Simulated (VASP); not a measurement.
Write the native input for VASP 6.6.1 that does the following.

| Quantity | Value |
| --- | --- |
| Task | single point |
| Functional | PBE |
| Potentials or basis | VASP PAW PBE potentials, release 64 (Ca_sv, Ge_d) |
| Cutoff | 520 eV |
| k mesh | 6 × 6 × 2 |
| Occupations | gaussian, width 0.1 eV |
| Spin | no spin polarisation |
| Dipole correction | no |
| Further INCAR settings | ALGO = Fast; EDIFF = 1e-06; NBANDS = 30 |

The structure of Ca3Ge lies in POSCAR:

```
Ca3Ge
1.0
    3.7449811936      0.0000000000      0.0000000000
    0.0000000000      3.7449811936      0.0000000000
    0.0000000000      0.0000000000      9.3622497402
Ca Ge
3 1
Direct
    0.0000000000      0.0000000000      0.3216238670
    0.5000000000      0.5000000000      0.0000000000
    0.0000000000      0.0000000000      0.6783761330
    0.5000000000      0.5000000000      0.5000000000
```

One way to write it, as run:

INCAR

```
SYSTEM = Ca3Ge
PREC     = Accurate       ! precision mode
ENCUT    = 520            ! plane-wave cutoff, eV
EDIFF    = 1E-6           ! SCF threshold, eV
ISMEAR   = 0              ! smearing method
SIGMA    = 0.1            ! smearing width, eV
LREAL    = .False.        ! projectors in reciprocal space
LASPH    = .True.         ! aspherical terms in the spheres
NELM     = 80             ! most SCF steps
ALGO     = Fast           ! electronic algorithm
ISIF     = 2              ! what is computed and relaxed
LWAVE    = .False.        ! write WAVECAR
LCHARG   = .False.        ! write CHGCAR
GGA      = PE             ! functional
NBANDS   = 30             ! bands
```

KPOINTS

```
Automatic mesh
0
Gamma
  6 6 2
  0 0 0
```

Potentials or basis: VASP PAW PBE potentials, release 64 (Ca_sv, Ge_d).

Run with:

```bash
$ cat potpaw_PBE.64/Ca_sv/POTCAR potpaw_PBE.64/Ge_d/POTCAR > POTCAR
$ mpirun -np 1 vasp_std > vasp.out
```

Results of the run:

The pressure is -0.1 GPa, the largest force is 0.014 eV/Å and the band gap on the k mesh is zero (bands 22 and 23 overlap by 1.34 eV).

Run time: 7.7 min on 1 thread of Oxide Virtual Turin-like Processor, on a shared host, peak memory 0.23 GiB.
